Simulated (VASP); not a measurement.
# Ta2SiO3 (P6/mmm) in VASP: notebook, part 2 of 3

VASP 6.6.1. Earlier steps stand in the parts before.

**3. Single point, PBE**

This run uses another cell than the first one, of 17.64 Å³/atom, 1.220 times its volume.

Contents of INCAR:

```
PREC = Accurate
ENCUT = 520
EDIFF = 1E-6
ISMEAR = 0
SIGMA = 0.1
LREAL = F
LASPH = T
NELM = 100
ALGO = Normal
ISIF = 2
LWAVE = F
LCHARG = F
GGA = PE
NBANDS = 31
```

Contents of KPOINTS:

```
Automatic mesh
0
Gamma
  6 6 6
```

Contents of POSCAR:

```
Ta2SiO3
1.0
    6.5902042719      0.0000000036      0.0000000000
   -3.2951021391      5.7072843138      0.0000000000
    0.0000000000      0.0000000000      2.8147297361
Ta Si O
2 1 3
Direct
    0.3333333333      0.6666666667      0.5000000000
    0.6666666667      0.3333333333      0.5000000000
    0.0000000000      0.0000000000      0.0000000000
    0.5000000000      0.0000000000      0.5000000000
    0.0000000000      0.5000000000      0.5000000000
    0.5000000000      0.5000000000      0.5000000000
```

Potentials or basis: VASP PAW PBE potentials, release 64 (Ta_pv, Si, O).

Started as:

```sh
> cat potpaw_PBE.64/Ta_pv/POTCAR potpaw_PBE.64/Si/POTCAR potpaw_PBE.64/O/POTCAR > POTCAR
> mpirun -np 1 vasp_std > vasp.out
```

OUTCAR:

```text
PREC = Accurate
   ENCUT = 520
   EDIFF = 1E-6
   ISMEAR = 0
   LREAL = F
   LASPH = T
   NELM = 100
   ISIF = 2
   GGA = PE

 ion  position               nearest neighbor table
   1  0.333  0.667  0.500-   5 1.90   4 1.90   6 1.90
   2  0.667  0.333  0.500-   5 1.90   4 1.90   6 1.90
   3  0.000  0.000  0.000-
   4  0.500  0.000  0.500-   1 1.90   2 1.90
   5  0.000  0.500  0.500-   1 1.90   2 1.90
   6  0.500  0.500  0.500-   1 1.90   2 1.90

  LATTYP: Found a hexagonal cell.
 ALAT       =     6.5902042719
 C/A-ratio  =     0.4271081168

  Lattice vectors:

 A1 = (   6.5902042719,   0.0000000036,   0.0000000000)
 A2 = (  -3.2951021391,   5.7072843138,   0.0000000000)
 A3 = (   0.0000000000,   0.0000000000,   2.8147297361)

Analysis of symmetry for initial positions (statically):
=====================================================================
 Subroutine PRICEL returns:
 Original cell was already a primitive cell.

 Routine SETGRP: Setting up the symmetry group for a
 hexagonal supercell.

 Subroutine GETGRP returns: Found 24 space group operations
 (whereof 24 operations were pure point group operations)
 out of a pool of 24 trial point group operations.

The static configuration has the point symmetry D_6h.

Analysis of symmetry for dynamics (positions and initial velocities):
=====================================================================
 Subroutine PRICEL returns:
 Original cell was already a primitive cell.

 Routine SETGRP: Setting up the symmetry group for a
 hexagonal supercell.

 Subroutine GETGRP returns: Found 24 space group operations
 (whereof 24 operations were pure point group operations)
 out of a pool of 24 trial point group operations.

The dynamic configuration has the point symmetry D_6h.

 Subroutine INISYM returns: Found 24 space group operations
[... 119 lines left out ...]
   EFERMI =   0.00;   METHOD = LEGACY
   ISMEAR =     0;   SIGMA  =   0.10  broadening in eV -4-tet -1-fermi 0-gaus
   EFERMI_NEDOS =   21; number of points for ismear=-14 and -15
   IALGO  =     38    algorithm
   IMIX   =      4    mixing-type and parameters
     AMIX     =   0.40;   BMIX     =  1.00
     AMIX_MAG =   1.60;   BMIX_MAG =  1.00
  volume/ion in A,a.u.               =      17.64       119.07
  Fermi-wavevector in a.u.,A,eV,Ry     =   1.221717  2.308711 20.307960  1.492593
  Thomas-Fermi vector in A             =   2.356890
   LORBIT       =      0    0 simple, 1 ext, 2 COOP (PROOUT), +10 PAW based schemes
   GGA     = PE    functional components
   LHFCALC =     F    Hartree Fock is set to
   AEXX    =    0.0000 exact exchange contribution
   IVDW    =     0    specifies the selected vdW correction
   LEPSILON=     F    determine dielectric tensor
   LRPA    =     F    only Hartree local field effects (RPA)
 non-spin polarized calculation
 Gauss-broadening in eV      SIGMA  =   0.10
  energy-cutoff  :      520.00
  volume of cell :      105.87
 maximum number of plane-waves:      2873
 NGX is ok and might be reduce to    50
   NGX = 25   NGY = 25   NGZ = 11

 number of electron      43.9999991 magnetization

 Free energy of the ion-electron system (eV)
  ---------------------------------------------------
  ext. energy  EPLUGINS =         0.00000000
  ---------------------------------------------------
  free energy    TOTEN  =       -51.28353518 eV

  energy without entropy =      -51.25575157  energy(sigma->0) =      -51.26964338

 E-fermi :   3.4965     XC(G=0):  -9.8681

 val. band max:        3.4958376009   @ k =   0.3333   0.0000   0.1667
 cond. band min:       3.5033931060   @ k =   0.5000   0.0000   0.3333
 fundamental gap:      0.0075555051
 Fermi energy:         3.4965279286

 k-point     1 :       0.0000    0.0000    0.0000
  band No.  band energies     occupation
      1     -32.3059      2.00000
      2     -32.3059      2.00000
      3     -32.1656      2.00000
      4     -32.1656      2.00000
      5     -31.2464      2.00000
      6     -31.2374      2.00000
[... 805 lines left out ...]
     30       8.3303      0.00000
     31       8.8840      0.00000

 [... further k-points ...]
[... 5 lines left out ...]
  --------------------------------------------------------------------------------------
  -------------------------------------------------------------------------------------
  Total        0.6237022      0.6237022     -0.0937569     -0.0000000      0.0000000      0.0000000
  in kB        9.4389306      9.4389306     -1.4188894     -0.0000000      0.0000000      0.0000000
  external PRESSURE =       5.8196572 kB  Pullay stress =       0.0000000 kB

 VOLUME and BASIS-vectors are now :
 -----------------------------------------------------------------------------
  energy-cutoff  :      520.00
  volume of cell :      105.87
      direct lattice vectors                 reciprocal lattice vectors
     6.590204272  0.000000004  0.000000000     0.151740365  0.087607341  0.000000000
    -3.295102139  5.707284314  0.000000000    -0.000000000  0.175214681  0.000000000
     0.000000000  0.000000000  2.814729736     0.000000000  0.000000000  0.355273896

 POSITION                                       TOTAL-FORCE (eV/Angst)
 -----------------------------------------------------------------------------------
     -0.00000      3.80486      1.40736        -0.000000      0.000000      0.000000
      3.29510      1.90243      1.40736         0.000000     -0.000000      0.000000
      0.00000      0.00000      0.00000         0.000000      0.000000      0.000000
      3.29510      0.00000      1.40736         0.000000      0.000000      0.000000
     -1.64755      2.85364      1.40736         0.000000      0.000000      0.000000
      1.64755      2.85364      1.40736         0.000000      0.000000      0.000000
 -----------------------------------------------------------------------------------
    total drift:                                0.000000     -0.000000      0.000000

  FREE ENERGIE OF THE ION-ELECTRON SYSTEM (eV)
  ---------------------------------------------------
  free  energy   TOTEN  =       -51.2835351847 eV

  energy  without entropy=      -51.2557515746  energy(sigma->0) =      -51.26964338
```

OSZICAR:

```text
N       E                     dE             d eps       ncg     rms          rms(c)
DAV:   1     0.355408525792E+03    0.35541E+03   -0.23545E+04  1744   0.133E+03
DAV:   2    -0.359476252033E+02   -0.39136E+03   -0.37783E+03  2141   0.362E+02
DAV:   3    -0.589987809741E+02   -0.23051E+02   -0.22772E+02  2095   0.877E+01
DAV:   4    -0.593613405308E+02   -0.36256E+00   -0.36154E+00  2185   0.117E+01
DAV:   5    -0.593673610390E+02   -0.60205E-02   -0.60162E-02  2180   0.135E+00    0.391E+01
DAV:   6    -0.523013271751E+02    0.70660E+01   -0.50123E+01  2100   0.403E+01    0.165E+01
DAV:   7    -0.516242835560E+02    0.67704E+00   -0.11654E+01  2074   0.141E+01    0.127E+01
DAV:   8    -0.513817683406E+02    0.24252E+00   -0.42903E+00  2081   0.598E+00    0.474E+00
DAV:   9    -0.512919070456E+02    0.89861E-01   -0.28193E-01  2141   0.245E+00    0.805E-01
DAV:  10    -0.512875183119E+02    0.43887E-02   -0.17162E-01  2153   0.129E+00    0.486E-01
DAV:  11    -0.512838898418E+02    0.36285E-02   -0.46908E-02  2061   0.399E-01    0.184E-01
DAV:  12    -0.512839849774E+02   -0.95136E-04   -0.10867E-02  2127   0.202E-01    0.110E-01
DAV:  13    -0.512835314850E+02    0.45349E-03   -0.25821E-03  2153   0.122E-01    0.205E-02
DAV:  14    -0.512835375791E+02   -0.60941E-05   -0.57189E-05  2037   0.315E-02    0.881E-03
DAV:  15    -0.512835351183E+02    0.24608E-05   -0.13564E-05  1950   0.871E-03    0.221E-03
DAV:  16    -0.512835351847E+02   -0.66344E-07   -0.75821E-07  1373   0.361E-03
   1 F= -.51283535E+02 E0= -.51269643E+02  d E =-.277836E-01
```

stdout:

```text
POSCAR found type information on POSCAR TaSiO
 POSCAR found :  3 types and       6 ions
 scaLAPACK will be used
 LDA part: xc-table for (Slater+PW92), standard interpolation
 POSCAR, INCAR and KPOINTS ok, starting setup
 FFT: planning ... GRIDC
 FFT: planning ... GRID_SOFT
 FFT: planning ... GRID
 WAVECAR not read
 entering main loop
```

Wall time 42 s (1 thread of Intel Xeon 6975P-C (Granite Rapids), shared host); peak memory 0.28 GiB.

What came out:

| Item | Value |
| --- | --- |
| Free energy | -51.2835 eV |
| Pressure | 0.6 GPa |
| Band gap on the k mesh | zero (band 22 reaches 3.81 eV, above the bottom of band 23 at 2.76 eV) |

Caveat: the k points lie up to 0.37 Å⁻¹ apart; spin-orbit coupling is left out, which moves the levels of the heavy elements.

**4. Single point, PBE**

This run uses another cell than the first one, of 18.01 Å³/atom, 1.246 times its volume.

Contents of INCAR:

```
SYSTEM = Ta2SiO3
PREC = Accurate
ENCUT = 520
EDIFF = 1E-6
ISMEAR = 0
SIGMA = 0.1
LREAL = .False.
LASPH = .True.
NELM = 60
ALGO = Normal
ISIF = 2
LWAVE = .False.
LCHARG = .False.
GGA = PE
NBANDS = 31
```

Contents of KPOINTS:

```
Automatic mesh
0
Gamma
  6 6 14
  0 0 0
```

Edit POSCAR of step 3 so:

```diff
@@ -2,5 +2,5 @@
 1.0
-    6.5902042719      0.0000000036      0.0000000000
-   -3.2951021391      5.7072843138      0.0000000000
-    0.0000000000      0.0000000000      2.8147297361
+    6.5843809812      0.0000000000      0.0000000000
+   -3.2921904906      5.7022411979      0.0000000000
+    0.0000000000      0.0000000000      2.8787029560
 Ta Si O
```

Started as:

```sh
> cat potpaw_PBE.64/Ta_pv/POTCAR potpaw_PBE.64/Si/POTCAR potpaw_PBE.64/O/POTCAR > POTCAR
> mpirun -np 1 vasp_std > vasp.out
```

It took 77 s on 1 thread of Intel Xeon 6975P-C (Granite Rapids), shared host; peak memory 0.33 GiB.

The run converged. Its results:

| Quantity | Value |
| --- | --- |
| Free energy | -51.3178 eV |
| Pressure | 0.5 GPa |
| Band gap on the k mesh | zero (band 22 reaches 3.75 eV, above the bottom of band 23 at 2.72 eV) |

Stress tensor (GPa, compression positive):
```
 0.84  0.00  0.00
 0.00  0.84  0.00
 0.00  0.00 -0.08
```

Levels at points of the mesh, in eV from the Fermi level:
```tsv
k point	band 20	band 21	band 22	band 23	band 24	band 25
(0.00, 0.00, 0.00)	-3.31	-3.25	0.04	0.04	0.91	0.91
(0.50, 0.00, 0.00)	-3.57	-3.44	-0.82	-0.32	2.15	2.67
(0.00, 0.00, 0.50)	-2.33	-1.37	-1.37	1.95	1.95	2.01
(0.50, 0.00, 0.50)	-1.99	-1.06	-0.15	0.57	1.03	1.81
```

Caveat: spin-orbit coupling is left out, which moves the levels of the heavy elements.

**5. Single point, PBE, collinear spin, ferromagnetic start**

This run uses another cell than the first one, of 17.64 Å³/atom, 1.220 times its volume.

Contents of INCAR:

```
  PREC = Accurate
  ENCUT = 520
  EDIFF = 1E-6
  ISMEAR = 0
  SIGMA = 0.1
  LREAL = False
  LASPH = True
  NELM = 150
  ALGO = Normal
  ISIF = 2
  LWAVE = False
  LCHARG = False
  ISPIN = 2
  MAGMOM = 1 1 0 0 0 0
  LORBIT = 11
  LMAXMIX = 4
  GGA = PE
  NBANDS = 35
```

Contents of KPOINTS:

```
regular mesh
0
Gamma
  3 3 6
```

Edit POSCAR of step 4 so:

```diff
@@ -2,5 +2,5 @@
 1.0
-    6.5843809812      0.0000000000      0.0000000000
-   -3.2921904906      5.7022411979      0.0000000000
-    0.0000000000      0.0000000000      2.8787029560
+    6.5902042719      0.0000000000      0.0000000000
+   -3.2951021360      5.7072843156      0.0000000000
+    0.0000000000      0.0000000000      2.8147297361
 Ta Si O
```

Started as:

```sh
> cat potpaw_PBE.64/Ta_pv/POTCAR potpaw_PBE.64/Si/POTCAR potpaw_PBE.64/O/POTCAR > POTCAR
> mpirun -np 1 vasp_std > vasp.out
```

It took 71 s on 1 thread of Intel Xeon 6975P-C (Granite Rapids), shared host; peak memory 0.31 GiB.

The run converged. Its results:

```
Free energy                                           : -51.3253 eV
Pressure                                              : 1.2 GPa
Net moment                                            : -0.89 μB per cell
Site moments                                          : Ta +0.01; Si -0.27; O -0.03 μB
Valence electrons inside the program's atomic spheres : Ta 9.02; Si 1.51; O 5.07
```

Stress tensor (GPa, compression positive):
```
1.09 0.00 0.00
0.00 1.09 0.00
0.00 0.00 1.41
```

Levels at points of the mesh, in eV from the Fermi level:
Spin up:
| k point | band 17 | band 18 | band 19 | band 20 | band 21 | band 22 | band 23 | band 24 | band 25 | band 26 |
| --- | --- | --- | --- | --- | --- | --- | --- | --- | --- | --- |
| (0.00, 0.00, 0.00) | -3.95 | -3.95 | -3.90 | -3.61 | -3.13 | 0.27 | 0.27 | 0.84 | 0.84 | 2.79 |
| (0.00, 0.00, 0.50) | -4.21 | -3.86 | -3.74 | -2.15 | -1.57 | -1.57 | 1.76 | 1.76 | 2.22 | 2.22 |
Spin down:
```tsv
k point	band 19	band 20	band 21	band 22	band 23	band 24	band 25	band 26	band 27	band 28
(0.00, 0.00, 0.00)	-3.92	-3.62	-3.16	-0.37	-0.37	0.80	0.80	2.81	2.81	3.51
(0.00, 0.00, 0.50)	-3.94	-2.87	-1.61	-1.61	1.74	1.74	1.75	1.75	2.23	2.23
```

Caveat: the k points lie up to 0.37 Å⁻¹ apart; spin-orbit coupling is left out, which moves the levels of the heavy elements.

**6. Relaxation of cell and atoms, PBE**

Contents of INCAR:

```
ALGO     = Normal         # electronic algorithm
EDIFF    = 1E-6           # SCF threshold, eV
EDIFFG   = -0.04          # ionic threshold
ENCUT    = 600            # plane-wave cutoff, eV
GGA      = PE             # functional
IBRION   = 2              # ionic algorithm
ISIF     = 3              # what is computed and relaxed
ISMEAR   = 0              # smearing method
LASPH    = T              # aspherical terms in the spheres
LCHARG   = F              # write CHGCAR
LREAL    = F              # projectors in reciprocal space
LWAVE    = F              # write WAVECAR
NELM     = 60             # most SCF steps
NSW      = 90             # ionic steps
PREC     = Accurate       # precision mode
SIGMA    = 0.1            # smearing width, eV
```

Contents of KPOINTS:

```
k-points
0
Gamma
  6 6 6
```

Contents of POSCAR:

```
Ta2SiO3
1.0
    5.2636115300      0.0000000000      0.0000000000
   -2.6318057700      4.5584213000      0.0000000000
    0.0000000000      0.0000000000      3.6162871700
Ta Si O
2 1 3
Direct
    0.3333333300      0.6666666700      0.5000000000
    0.6666666700      0.3333333300      0.5000000000
    0.0000000000      0.0000000000      0.0000000000
    0.5000000000      0.0000000000      0.5000000000
    0.0000000000      0.5000000000      0.5000000000
    0.5000000000      0.5000000000      0.5000000000
```

Potentials or basis: VASP PAW PBE potentials, release 64 (Ta_pv, Si, O).

Started as:

```sh
> cat potpaw_PBE.64/Ta_pv/POTCAR potpaw_PBE.64/Si/POTCAR potpaw_PBE.64/O/POTCAR > POTCAR
> mpirun -np 1 vasp_std > vasp.out
```

Run time: 9.4 min. Hardware: 1 thread of Intel Xeon 6975P-C (Granite Rapids), shared host; peak memory 0.27 GiB.

It converged, with:

| Item | Value |
| --- | --- |
| Free energy | -51.1656 eV |
| Relaxed volume | 17.57 Å³/atom |
| Relaxed cell | a = 6.578 Å, b = 6.578 Å, c = 2.813 Å, α = 90.00°, β = 90.00°, γ = 120.00° |
| Space group after relaxing (to 0.05 Å) | P6/mmm (No. 191) |
| Energy gained by relaxing | 4612.1 meV/atom |
| Ionic steps | 17 |
| Pressure after relaxing | 0.0 GPa |
| Band gap on the k mesh | zero (band 22 reaches 3.85 eV, above the bottom of band 23 at 2.79 eV) |

Step by step:
```csv
step,energy change (eV),largest force (eV/Å),pressure (GPa),volume (Å³)
1,0.0000,0.0000,183.55,86.77
2,42.3712,0.0000,-38.47,414.85
3,-12.2031,0.0000,-32.55,205.39
4,-21.1458,0.0000,-26.79,169.07
5,-24.9909,0.0000,16.16,119.73
6,-25.8858,0.0000,-9.49,137.46
7,-26.0301,0.0000,-4.62,132.91
8,-26.0330,0.0000,-3.40,131.89
9,-26.5874,0.0000,-2.96,124.23
10,-27.6007,0.0000,5.01,100.99
11,-27.5820,0.0000,0.73,108.02
12,-27.6531,0.0000,2.41,104.58
13,-27.6546,0.0000,2.79,103.96
14,-27.5148,0.0000,-6.59,108.19
15,-27.6719,0.0000,0.23,105.01
16,-27.6719,0.0000,0.28,104.99
17,-27.6726,0.0000,-0.01,105.39
```

Final structure:
```xyz
6
Lattice="6.5779 0.0000 0.0000 -3.2889 5.6966 0.0000 0.0000 0.0000 2.8127" Properties=species:S:1:pos:R:3 pbc="T T T"
Ta    0.0000    3.7977    1.4063
Ta    3.2889    1.8989    1.4063
Si    3.2889    5.6966    2.8127
O     0.0000    5.6966    1.4063
O     4.9334    2.8483    1.4063
O     1.6445    2.8483    1.4063
```

Levels at points of the mesh, in eV from the Fermi level:
| k point | band 19 | band 20 | band 21 | band 22 | band 23 | band 24 | band 25 | band 26 |
| --- | --- | --- | --- | --- | --- | --- | --- | --- |
| (0.00, 0.00, 0.00) | -3.88 | -3.59 | -3.11 | -0.02 | -0.02 | 0.88 | 0.88 | 2.85 |
| (0.50, 0.00, 0.00) | -3.70 | -3.70 | -3.42 | -0.95 | -0.38 | 2.12 | 2.88 | 3.53 |
| (0.00, 0.00, 0.50) | -3.84 | -2.57 | -1.55 | -1.55 | 2.10 | 2.10 | 2.29 | 2.29 |
| (0.50, 0.00, 0.50) | -3.97 | -2.23 | -1.27 | -0.33 | 0.43 | 1.03 | 1.95 | 2.68 |

Caveat: the volume moved by over 15 % at a fixed basis, so the end points are rough; spin-orbit coupling is left out, which moves the levels of the heavy elements.

(Continued in part 3 of 3.)
